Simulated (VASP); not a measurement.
# GaAs (F-43m) in VASP: notebook

The runs below take GaAs through single point, with r2SCAN50, PBE-based global hybrid with 10 % exact exchange, PBE-based global hybrid with 35 % exact exchange, PBE-based screened hybrid with 10 % exact exchange, HSE06.

All numbers are computed with VASP 6.6.1; they aren't measurements. Logs are shortened: lines on timing, memory, paths and dates and some standing lists are left out, and cuts for length are marked.

**1. The cell of the first run**

Symmetry: F-43m, No. 216, cubic system. Conventional cell: a = 5.666 Å, b = 5.666 Å, c = 5.666 Å, α = 90.00°, β = 90.00°, γ = 90.00°. Ga (site symmetry -43m) has 4 As at 2.45 Å within 3.2 Å. As (site symmetry -43m) has 4 Ga at 2.45 Å within 3.2 Å.

**2. Single point, r2SCAN50**

POSCAR

```
GaAs
1.0
    0.0000000000      2.8330831910      2.8330831910
    2.8330831910      0.0000000000      2.8330831910
    2.8330831910      2.8330831910      0.0000000000
Ga As
1 1
Direct
    0.0000000000      0.0000000000      0.0000000000
    0.2500000000      0.2500000000      0.2500000000
```

INCAR.step1

```
SYSTEM = GaAs
ALGO = Normal
EDIFF = 1E-5
ENCUT = 520
GGA = PE
ISIF = 2
ISMEAR = 0
LASPH = .TRUE.
LREAL = .FALSE.
LWAVE = .TRUE.
NBANDS = 16
NELM = 60
PREC = Accurate
SIGMA = 0.01
```

INCAR.step2

```
SYSTEM = GaAs
AEXX = 0.5
ALGO = Normal
EDIFF = 1E-6
ENCUT = 520
ISIF = 2
ISMEAR = 0
ISTART = 1
LASPH = .TRUE.
LCHARG = .TRUE.
LELF = .TRUE.
LHFCALC = .TRUE.
LMIXTAU = .TRUE.
LREAL = .FALSE.
LVHAR = .TRUE.
LWAVE = .FALSE.
METAGGA = R2SCAN
NBANDS = 16
NELM = 60
PREC = Accurate
PRECFOCK = Normal
SIGMA = 0.01
```

KPOINTS

```
k-points
0
G
  4 4 4
  0 0 0
```

Potentials or basis: VASP PAW PBE potentials, release 64 (Ga_d, As).

Command:

```console
$ cat potpaw_PBE.64/Ga_d/POTCAR potpaw_PBE.64/As/POTCAR > POTCAR
$ cp INCAR.step1 INCAR
$ mpirun -np 1 vasp_std > vasp.out
$ cp INCAR.step2 INCAR
$ mpirun -np 1 vasp_std > vasp.out
```

OUTCAR:

```text
SYSTEM = GaAs
   AEXX = 0.5
   EDIFF = 1E-6
   ENCUT = 520
   ISIF = 2
   ISMEAR = 0
   ISTART = 1
   LASPH = .TRUE.
   LHFCALC = .TRUE.
   LREAL = .FALSE.
   METAGGA = R2SCAN
   NELM = 60
   PREC = Accurate
   PRECFOCK = Normal

 ion  position               nearest neighbor table
   1  0.000  0.000  0.000-   2 2.45   2 2.45   2 2.45   2 2.45
   2  0.250  0.250  0.250-   1 2.45   1 2.45   1 2.45   1 2.45

  LATTYP: Found a face centered cubic cell.
 ALAT       =     5.6661663820

  Lattice vectors:

 A1 = (   0.0000000000,   2.8330831910,   2.8330831910)
 A2 = (   2.8330831910,   0.0000000000,   2.8330831910)
 A3 = (   2.8330831910,   2.8330831910,   0.0000000000)

Analysis of symmetry for initial positions (statically):
=====================================================================
 Subroutine PRICEL returns:
 Original cell was already a primitive cell.

 Routine SETGRP: Setting up the symmetry group for a
 face centered cubic supercell.

 Subroutine GETGRP returns: Found 24 space group operations
 (whereof 24 operations were pure point group operations)
 out of a pool of 48 trial point group operations.

The static configuration has the point symmetry T_d .

Analysis of symmetry for dynamics (positions and initial velocities):
=====================================================================
 Subroutine PRICEL returns:
 Original cell was already a primitive cell.

 Routine SETGRP: Setting up the symmetry group for a
 face centered cubic supercell.

 Subroutine GETGRP returns: Found 24 space group operations
 (whereof 24 operations were pure point group operations)
 out of a pool of 48 trial point group operations.

The dynamic configuration has the point symmetry T_d .

 Subroutine INISYM returns: Found 24 space group operations
 (whereof 24 operations are pure point group operations),
 and found     1 'primitive' translations

----------------------------------------------------------------------------------------

                                     Primitive cell

  volume of cell :      45.4787

  direct lattice vectors                    reciprocal lattice vectors
     0.000000000  2.833083191  2.833083191    -0.176486169  0.176486169  0.176486169
[... 72 lines left out ...]
   NSW    =      0    number of steps for IOM
   IBRION =     -1    ionic relax: 0-MD 1-quasi-New 2-CG
   NFREE  =      0    steps in history (QN), initial steepest desc. (CG)
   ISIF   =      2    stress and relaxation
   ISYM   =      3    0-nonsym 1-usesym 2-fastsym
   POTIM  = 0.5000    time-step for ionic-motion
   TEBEG  =    0.0;   TEEND  =   0.0 temperature during run
   PSTRESS=    0.0 pullay stress
   NELECT =      18.0000    total number of electrons
   NUPDOWN=      -1.0000    fix difference up-down
   EMIN   =  10.00;   EMAX   =-10.00  energy-range for DOS
   EFERMI =   0.00;   METHOD = LEGACY
   ISMEAR =     0;   SIGMA  =   0.01  broadening in eV -4-tet -1-fermi 0-gaus
   EFERMI_NEDOS =   21; number of points for ismear=-14 and -15
   IALGO  =     38    algorithm
   IMIX   =      1    mixing-type and parameters
     AMIX     =   0.40;   BMIX     =  1.00
     AMIX_MAG =   1.60;   BMIX_MAG =  1.00
  volume/ion in A,a.u.               =      22.74       153.45
  Fermi-wavevector in a.u.,A,eV,Ry     =   1.201978  2.271408 19.657016  1.444750
  Thomas-Fermi vector in A             =   2.337772
   LORBIT       =      0    0 simple, 1 ext, 2 COOP (PROOUT), +10 PAW based schemes
   METAGGA = R2SCAN    functional components
   LHFCALC =     T    Hartree Fock is set to
   PRECFOCK=normal    Normal, Fast or Accurate (Low or Medium for compatibility)
   ENCUT4O =  -1.0   cutoff for four orbital integrals eV
   NKREDX  =     1    reduce k-point grid by
   NKREDY  =     1    reduce k-point grid by
   NKREDZ  =     1    reduce k-point grid by
   AEXX    =    0.5000 exact exchange contribution
   HFSCREEN=    0.0000 screening length (either q_TF or 0.3 A-1)
   HFSCREENC=   0.0000 screening length for correlation (either q_TF or 0.3 A-1)
   ENCUTFOCK=  -1.0 apply spherical cutoff to Coloumb kernel
   IVDW    =     0    specifies the selected vdW correction
   LEPSILON=     F    determine dielectric tensor
   LRPA    =     F    only Hartree local field effects (RPA)
 non-spin polarized calculation
 Gauss-broadening in eV      SIGMA  =   0.01
  energy-cutoff  :      520.00
  volume of cell :       45.48
 maximum number of plane-waves:      1243
 NGX is ok and might be reduce to    30
  NGX = 24; NGY = 24; NGZ = 24

 number of electron      17.9999990 magnetization

 Free energy of the ion-electron system (eV)
  ---------------------------------------------------
  ext. energy  EPLUGINS =         0.00000000
  ---------------------------------------------------
  free energy    TOTEN  =       -23.27527933 eV

  energy without entropy =      -23.27527933  energy(sigma->0) =      -23.27527933

 E-fermi :   2.2606     XC(G=0):  -5.7298

 val. band max:        2.1844100128   @ k =   0.0000   0.0000   0.0000
 cond. band min:       6.0541515861   @ k =   0.0000   0.0000   0.0000
 fundamental gap:      3.8697415733
 Fermi energy:         2.2606002001

 k-point     1 :       0.0000    0.0000    0.0000
  band No.  band energies     occupation
      1     -18.1101      2.00000
      2     -18.1101      2.00000
      3     -18.1100      2.00000
      4     -18.0243      2.00000
      5     -18.0243      2.00000
      6     -13.1724      2.00000
[... 129 lines left out ...]
      3     -18.0723      2.00000
      4     -18.0341      2.00000
      5     -18.0215      2.00000
      6     -10.1318      2.00000
[... 8 lines left out ...]
     15      18.5908      0.00000
     16      19.5800      0.00000

------------------------ aborting loop because EDIFF is reached ----------------------------------------

  FORCE on cell =-STRESS in cart. coord.  units (eV):
  Direction    XX          YY          ZZ          XY          YZ          ZX
  --------------------------------------------------------------------------------------
  -------------------------------------------------------------------------------------
  Total       -0.7238776     -0.7238776     -0.7238776     -0.0000000      0.0000000     -0.0000000
  in kB      -25.5016181    -25.5016181    -25.5016181     -0.0000000      0.0000000     -0.0000000
  external PRESSURE =     -25.5016181 kB  Pullay stress =       0.0000000 kB

 VOLUME and BASIS-vectors are now :
 -----------------------------------------------------------------------------
  energy-cutoff  :      520.00
  volume of cell :       45.48
      direct lattice vectors                 reciprocal lattice vectors
     0.000000000  2.833083191  2.833083191    -0.176486169  0.176486169  0.176486169
     2.833083191  0.000000000  2.833083191     0.176486169 -0.176486169  0.176486169
     2.833083191  2.833083191  0.000000000     0.176486169  0.176486169 -0.176486169

 POSITION                                       TOTAL-FORCE (eV/Angst)
 -----------------------------------------------------------------------------------
      0.00000      0.00000      0.00000        -0.000000     -0.000000     -0.000000
      1.41654      1.41654      1.41654         0.000000      0.000000      0.000000
 -----------------------------------------------------------------------------------
    total drift:                               -0.000034     -0.000035     -0.000027

  FREE ENERGIE OF THE ION-ELECTRON SYSTEM (eV)
  ---------------------------------------------------
  free  energy   TOTEN  =       -23.2752793304 eV

  energy  without entropy=      -23.2752793304  energy(sigma->0) =      -23.27527933
```

OSZICAR.step1:

```text
N       E                     dE             d eps       ncg     rms          rms(c)
DAV:   1     0.815986226891E+02    0.81599E+02   -0.84629E+03   256   0.149E+03
DAV:   2    -0.197545971237E+01   -0.83574E+02   -0.79717E+02   304   0.297E+02
DAV:   3    -0.815843292280E+01   -0.61830E+01   -0.61650E+01   296   0.641E+01
DAV:   4    -0.826211393161E+01   -0.10368E+00   -0.10365E+00   328   0.935E+00
DAV:   5    -0.826368126071E+01   -0.15673E-02   -0.15673E-02   296   0.101E+00    0.295E+00
DAV:   6    -0.809969086158E+01    0.16399E+00   -0.23704E-01   384   0.824E+00    0.178E+00
DAV:   7    -0.807739868017E+01    0.22292E-01   -0.75186E-02   344   0.190E+00    0.586E-01
DAV:   8    -0.807894189471E+01   -0.15432E-02   -0.12641E-02   296   0.126E+00    0.118E-01
DAV:   9    -0.807949515516E+01   -0.55326E-03   -0.11833E-03   304   0.415E-01    0.535E-02
DAV:  10    -0.807959067103E+01   -0.95516E-04   -0.95727E-05   320   0.977E-02    0.300E-02
DAV:  11    -0.807965892264E+01   -0.68252E-04   -0.94183E-05   288   0.733E-02    0.344E-03
DAV:  12    -0.807965913491E+01   -0.21227E-06   -0.14956E-06   248   0.163E-02
   1 F= -.80796591E+01 E0= -.80796591E+01  d E =-.641003E-16
```

It used 1600 s of CPU time on 1 thread of AMD EPYC 7R13 Processor (Zen 3) (shared host).

Results:

- Free energy: -23.2753 eV
- Pressure: -2.6 GPa
- Band gap on the k mesh: 3.87 eV

Caveat: the k points lie up to 0.48 Å⁻¹ apart; the PAW data sets were made with another functional, which shifts forces and pressure a little.

**3. Single point, PBE-based global hybrid with 10 % exact exchange**

POSCAR is that of step 2.

INCAR.step1

```
SYSTEM = GaAs
PREC     = Accurate       ! precision mode
ENCUT    = 520            ! plane-wave cutoff, eV
EDIFF    = 1E-5           ! SCF threshold, eV
ISMEAR   = 0              ! smearing method
SIGMA    = 0.01           ! smearing width, eV
LREAL    = .FALSE.        ! projectors in reciprocal space
LASPH    = .TRUE.         ! aspherical terms in the spheres
NELM     = 100            ! most SCF steps
ALGO     = Normal         ! electronic algorithm
ISIF     = 2              ! what is computed and relaxed
LWAVE    = .TRUE.         ! write WAVECAR
LCHARG   = .FALSE.        ! write CHGCAR
NBANDS   = 16             ! bands
GGA      = PE             ! functional
```

INCAR.step2

```
SYSTEM = GaAs
PREC     = Accurate       ! precision mode
ENCUT    = 520            ! plane-wave cutoff, eV
EDIFF    = 1E-6           ! SCF threshold, eV
ISMEAR   = 0              ! smearing method
SIGMA    = 0.01           ! smearing width, eV
LREAL    = .FALSE.        ! projectors in reciprocal space
LASPH    = .TRUE.         ! aspherical terms in the spheres
NELM     = 100            ! most SCF steps
ALGO     = Normal         ! electronic algorithm
ISIF     = 2              ! what is computed and relaxed
LWAVE    = .FALSE.        ! write WAVECAR
LCHARG   = .FALSE.        ! write CHGCAR
GGA      = PE             ! functional
LHFCALC  = .TRUE.         ! exact exchange
AEXX     = 0.1            ! exact-exchange fraction
PRECFOCK = Normal       
NBANDS   = 16             ! bands
ISTART   = 1
```

KPOINTS

```
Automatic mesh
0
G
  4 4 4
  0 0 0
```

Potentials or basis: VASP PAW PBE potentials, release 64 (Ga_d, As).

Command:

```console
$ cat potpaw_PBE.64/Ga_d/POTCAR potpaw_PBE.64/As/POTCAR > POTCAR
$ cp INCAR.step1 INCAR
$ mpirun -np 1 vasp_std > vasp.out
$ cp INCAR.step2 INCAR
$ mpirun -np 1 vasp_std > vasp.out
```

Run time: 12 min. Hardware: 1 thread of AMD EPYC 7R13 (Zen 3), shared host; peak memory 0.15 GiB.

The run converged. Its results:

| Item | Value |
| --- | --- |
| Free energy | -9.0777 eV |
| Pressure | 2.1 GPa |
| Band gap on the k mesh | 1.11 eV |

Levels at points of the mesh, in eV from the valence-band top:
```
           k point  band 6  band 7  band 8  band 9  band 10  band 11  band 12  band 13
(0.00, 0.00, 0.00)  -13.20    0.00    0.00    0.00     1.11     4.32     4.32     4.32
(0.50, 0.00, 0.00)  -11.38   -6.87   -1.18   -1.18     1.56     5.24     5.24     8.39
(0.50, 0.50, 0.00)  -10.61   -7.06   -2.76   -2.76     1.99     2.21    10.95    10.95
```

Caveat: the k points lie up to 0.48 Å⁻¹ apart; the PAW data sets were made with another functional, which shifts forces and pressure a little. A k mesh can miss the band edges.

(Continued in part 2 of 2.)
